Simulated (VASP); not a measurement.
# Rh (Fm-3m) in VASP: a series of runs

Rh is run at these levels: r2SCAN; tasks: single point.

Everything below comes from runs of VASP 6.6.1. Logs are shortened: lines on timing, memory, paths and dates and some standing lists are left out, and cuts for length are marked.

**1. The cell of the first run**

It takes space group Fm-3m (No. 225, cubic). Conventional cell: a = 3.796 Å, b = 3.796 Å, c = 3.796 Å, α = 90.00°, β = 90.00°, γ = 90.00°. Within 3.5 Å of Rh (site symmetry m-3m) lie 12 Rh at 2.68 Å.

**2. Single point, r2SCAN**

POSCAR

```
Rh
1.0
    0.0000000000      1.8978500000      1.8978500000
    1.8978500000      0.0000000000      1.8978500000
    1.8978500000      1.8978500000      0.0000000000
Rh
1
Direct
    0.0000000000      0.0000000000      0.0000000000
```

INCAR.step1

```
SYSTEM = Rh
PREC = Accurate
ENCUT = 550
ISMEAR = 1
SIGMA = 0.1
LREAL = .False.
LASPH = .True.
NELM = 120
NBANDS = 14
GGA = PE
ALGO = Normal
EDIFF = 1E-5
LWAVE = .True.
LCHARG = .False.
GGA_COMPAT = .False.
```

INCAR.step2

```
SYSTEM = Rh
PREC = Accurate
ENCUT = 550
EDIFF = 1E-6
ISMEAR = 1
SIGMA = 0.1
LREAL = .False.
LASPH = .True.
NELM = 120
ALGO = Normal
ISIF = 2
LWAVE = .False.
LCHARG = .False.
METAGGA = R2SCAN
LMIXTAU = .True.
NBANDS = 14
ISTART = 1
GGA_COMPAT = .False.
```

KPOINTS

```
regular mesh
0
Gamma
  3 3 3
  0 0 0
```

Potentials or basis: VASP PAW PBE potentials, release 64 (Rh_pv).

On the command line:

```
$ cat potpaw_PBE.64/Rh_pv/POTCAR > POTCAR
$ cp INCAR.step1 INCAR
$ mpirun -np 1 vasp_std > vasp.out
$ cp INCAR.step2 INCAR
$ mpirun -np 1 vasp_std > vasp.out
```

OUTCAR:

```text
SYSTEM = Rh
   PREC = Accurate
   ENCUT = 550
   EDIFF = 1E-6
   ISMEAR = 1
   LREAL = .False.
   LASPH = .True.
   NELM = 120
   ISIF = 2
   METAGGA = R2SCAN
   ISTART = 1

 ion  position               nearest neighbor table
   1  0.000  0.000  0.000-

  LATTYP: Found a face centered cubic cell.
 ALAT       =     3.7957000000

  Lattice vectors:

 A1 = (   0.0000000000,   1.8978500000,   1.8978500000)
 A2 = (   1.8978500000,   0.0000000000,   1.8978500000)
 A3 = (   1.8978500000,   1.8978500000,   0.0000000000)

Analysis of symmetry for initial positions (statically):
=====================================================================
 Subroutine PRICEL returns:
 Original cell was already a primitive cell.

 Routine SETGRP: Setting up the symmetry group for a
 face centered cubic supercell.

 Subroutine GETGRP returns: Found 48 space group operations
 (whereof 48 operations were pure point group operations)
 out of a pool of 48 trial point group operations.

The static configuration has the point symmetry O_h .

Analysis of symmetry for dynamics (positions and initial velocities):
=====================================================================
 Subroutine PRICEL returns:
 Original cell was already a primitive cell.

 Routine SETGRP: Setting up the symmetry group for a
 face centered cubic supercell.

 Subroutine GETGRP returns: Found 48 space group operations
 (whereof 48 operations were pure point group operations)
 out of a pool of 48 trial point group operations.

The dynamic configuration has the point symmetry O_h .

 Subroutine INISYM returns: Found 48 space group operations
 (whereof 48 operations are pure point group operations),
 and found     1 'primitive' translations

----------------------------------------------------------------------------------------

                                     Primitive cell

  volume of cell :      13.6715

  direct lattice vectors                    reciprocal lattice vectors
     0.000000000  1.897850000  1.897850000    -0.263456016  0.263456016  0.263456016
     1.897850000  0.000000000  1.897850000     0.263456016 -0.263456016  0.263456016
     1.897850000  1.897850000  0.000000000     0.263456016  0.263456016 -0.263456016

  length of vectors
     2.683965209  2.683965209  2.683965209     0.456319205  0.456319205  0.456319205

  position of ions in fractional coordinates (direct lattice)
     0.000000000  0.000000000  0.000000000

  ion indices of the primitive-cell ions
   primitive index   ion index
                 1           1

----------------------------------------------------------------------------------------

 KPOINTS: regular mesh

Automatic generation of k-mesh.
 Grid dimensions read from file:
 generate k-points for:    3    3    3

 Generating k-lattice:

  Cartesian coordinates                     Fractional coordinates (reciprocal lattice)
    -0.087818672  0.087818672  0.087818672     0.333333333  0.000000000  0.000000000
     0.087818672 -0.087818672  0.087818672     0.000000000  0.333333333  0.000000000
     0.087818672  0.087818672 -0.087818672     0.000000000  0.000000000  0.333333333

  Length of vectors
     0.152106402  0.152106402  0.152106402

  Shift w.r.t. Gamma in fractional coordinates (k-lattice)
     0.000000000  0.000000000  0.000000000

 Subroutine IBZKPT returns following result:
 ===========================================

 Found      4 irreducible k-points:

 Following reciprocal coordinates:
            Coordinates               Weight
  0.000000  0.000000  0.000000      1.000000
  0.333333  0.000000  0.000000      8.000000
  0.333333  0.333333  0.000000      6.000000
 -0.333333  0.333333  0.000000     12.000000
   k-points           NKPTS =      4   k-points in BZ     NKDIM =      4   number of bands    NBANDS=     14
   number of dos      NEDOS =    301   number of ions     NIONS =      1
   total plane-waves  NPLWV =  13824
   dimension x,y,z NGX =    24 NGY =   24 NGZ =   24
   dimension x,y,z NGXF=    48 NGYF=   48 NGZF=   48
   ions per type =               1
   NGX,Y,Z   is equivalent  to a cutoff of  14.87, 14.87, 14.87 a.u.
   NGXF,Y,Z  is equivalent  to a cutoff of  29.73, 29.73, 29.73 a.u.
 SYSTEM =  Rh
   PREC   = accura    normal or accurate (medium, high low for compatibility)
   ISTART =      1    job   : 0-new  1-cont  2-samecut
   ICHARG =      0    charge: 1-file 2-atom 10-const
   ISPIN  =      1    spin polarized calculation?
   LNONCOLLINEAR =      F non collinear calculations
   LSORBIT =      F    spin-orbit coupling
   LASPH  =      T    aspherical Exc in radial PAW
   ENCUT  =  550.0 eV  40.42 Ry    6.36 a.u.   5.13  5.13  5.13*2*pi/ulx,y,z
   NELM   =    120;   NELMIN=  2; NELMDL=  0     # of ELM steps
   EDIFF  = 0.1E-05   stopping-criterion for ELM
   LREAL  =      F    real-space projection
   EDIFFG = 0.1E-04   stopping-criterion for IOM
   NSW    =      0    number of steps for IOM
   IBRION =     -1    ionic relax: 0-MD 1-quasi-New 2-CG
   NFREE  =      0    steps in history (QN), initial steepest desc. (CG)
   ISIF   =      2    stress and relaxation
   ISYM   =      2    0-nonsym 1-usesym 2-fastsym
   POTIM  = 0.5000    time-step for ionic-motion
   TEBEG  =    0.0;   TEEND  =   0.0 temperature during run
   PSTRESS=    0.0 pullay stress
   NELECT =      15.0000    total number of electrons
   NUPDOWN=      -1.0000    fix difference up-down
   EMIN   =  10.00;   EMAX   =-10.00  energy-range for DOS
   EFERMI =   0.00;   METHOD = LEGACY
   ISMEAR =     1;   SIGMA  =   0.10  broadening in eV -4-tet -1-fermi 0-gaus
   EFERMI_NEDOS =   21; number of points for ismear=-14 and -15
   IALGO  =     38    algorithm
   IMIX   =      4    mixing-type and parameters
     AMIX     =   0.40;   BMIX     =  1.00
     AMIX_MAG =   1.60;   BMIX_MAG =  1.00
  volume/ion in A,a.u.               =      13.67        92.26
  Fermi-wavevector in a.u.,A,eV,Ry     =   1.688496  3.190795 38.790465  2.851019
  Thomas-Fermi vector in A             =   2.770792
   LORBIT       =      0    0 simple, 1 ext, 2 COOP (PROOUT), +10 PAW based schemes
   METAGGA = R2SCAN    functional components
   LHFCALC =     F    Hartree Fock is set to
   AEXX    =    0.0000 exact exchange contribution
   IVDW    =     0    specifies the selected vdW correction
   LEPSILON=     F    determine dielectric tensor
   LRPA    =     F    only Hartree local field effects (RPA)
 non-spin polarized calculation
 Methfessel and Paxton  Order N= 1 SIGMA  =   0.10
  energy-cutoff  :      550.00
  volume of cell :       13.67
 maximum number of plane-waves:       411
 NGX is ok and might be reduce to    24
   NGX = 11   NGY = 11   NGZ = 11

 number of electron      15.0000002 magnetization

 Free energy of the ion-electron system (eV)
  ---------------------------------------------------
  ext. energy  EPLUGINS =         0.00000000
  ---------------------------------------------------
  free energy    TOTEN  =       -22.60610947 eV

  energy without entropy =      -22.59036812  energy(sigma->0) =      -22.60086236

 E-fermi :  11.4132     XC(G=0): -15.3663

 val. band max:       11.3930356829   @ k =   0.3333   0.3333   0.0000
 cond. band min:      11.4188953541   @ k =   0.3333   0.0000   0.0000
 fundamental gap:      0.0258596712
 Fermi energy:        11.4132055722

 k-point     1 :       0.0000    0.0000    0.0000
  band No.  band energies     occupation
      1     -36.2048      2.00000
      2     -36.2048      2.00000
      3     -36.2048      2.00000
      4       3.5271      2.00000
      5       8.4919      2.00000
      6       8.4919      2.00000
      7       8.4919      2.00000
      8      10.6220      2.00000
      9      10.6220      2.00000
     10      28.4864      0.00000
     11      28.5141      0.00000
     12      34.3306      0.00000
     13      34.3306      0.00000
     14      34.3306      0.00000

 k-point     2 :       0.3333    0.0000    0.0000
  band No.  band energies     occupation
      1     -36.8054      2.00000
      2     -36.2868      2.00000
      3     -36.2868      2.00000
      4       5.5446      2.00000
      5       8.6671      2.00000
      6       8.6671      2.00000
      7       9.7443      2.00000
      8      11.4189      0.90387
      9      11.4189      0.90386
     10      24.8442      0.00000
     11      28.4867      0.00000
     12      29.2825      0.00000
     13      36.5625      0.00000
     14      36.5625      0.00000

 k-point     3 :       0.3333    0.3333    0.0000
  band No.  band energies     occupation
      1     -36.7750      2.00000
      2     -36.4231      2.00000
      3     -36.4231      2.00000
      4       5.8106      2.00000
      5       6.1152      2.00000
      6      11.2675      2.05907
      7      11.2675      2.05907
      8      11.3930      1.33380
      9      11.7700     -0.00001
     10      28.4866      0.00000
     11      28.8675      0.00000
     12      28.8675      0.00000
     13      29.2931      0.00000
     14      34.3344      0.00000

 k-point     4 :      -0.3333    0.3333    0.0000
  band No.  band energies     occupation
      1     -36.7417      2.00000
      2     -36.7371      2.00000
      3     -36.3960      2.00000
      4       6.4270      2.00000
      5       7.4163      2.00000
      6       8.6675      2.00000
      7      10.3690      2.00000
      8      11.6163     -0.01445
      9      18.7909      0.00000
     10      22.1613      0.00000
     11      24.4403      0.00000
     12      28.4866      0.00000
     13      31.2561      0.00000
     14      32.8771      0.00000

------------------------ aborting loop because EDIFF is reached ----------------------------------------

  FORCE on cell =-STRESS in cart. coord.  units (eV):
  Direction    XX          YY          ZZ          XY          YZ          ZX
  --------------------------------------------------------------------------------------
  -------------------------------------------------------------------------------------
  Total        2.3660579      2.3660579      2.3660579     -0.0000000     -0.0000000      0.0000000
  in kB      277.2811197    277.2811197    277.2811197     -0.0000000     -0.0000000      0.0000000
  external PRESSURE =     277.2811197 kB  Pullay stress =       0.0000000 kB

 VOLUME and BASIS-vectors are now :
 -----------------------------------------------------------------------------
  energy-cutoff  :      550.00
  volume of cell :       13.67
      direct lattice vectors                 reciprocal lattice vectors
     0.000000000  1.897850000  1.897850000    -0.263456016  0.263456016  0.263456016
     1.897850000  0.000000000  1.897850000     0.263456016 -0.263456016  0.263456016
     1.897850000  1.897850000  0.000000000     0.263456016  0.263456016 -0.263456016

 POSITION                                       TOTAL-FORCE (eV/Angst)
 -----------------------------------------------------------------------------------
      0.00000      0.00000      0.00000         0.000000      0.000000     -0.000000
 -----------------------------------------------------------------------------------
    total drift:                               -0.000000      0.000000      0.000000

  FREE ENERGIE OF THE ION-ELECTRON SYSTEM (eV)
  ---------------------------------------------------
  free  energy   TOTEN  =       -22.6061094742 eV

  energy  without entropy=      -22.5903681192  energy(sigma->0) =      -22.60086236
```

Run time: 10 s. Hardware: 1 thread of Intel Xeon Platinum 8559C (Emerald Rapids), shared host; peak memory 0.14 GiB.

Results:

| Item | Value |
| --- | --- |
| Free energy | -22.6061 eV |
| Pressure | 27.7 GPa |

Levels at points of the mesh, in eV from the Fermi level:
```csv
k point,band 5,band 6,band 7,band 8,band 9,band 10
"(0.00, 0.00, 0.00)",-2.92,-2.92,-2.92,-0.79,-0.79,17.07
```

Caveat: the k points lie up to 0.96 Å⁻¹ apart; the PAW data sets were made with another functional, which shifts forces and pressure a little.

(Part 1 of 2 ends here.)
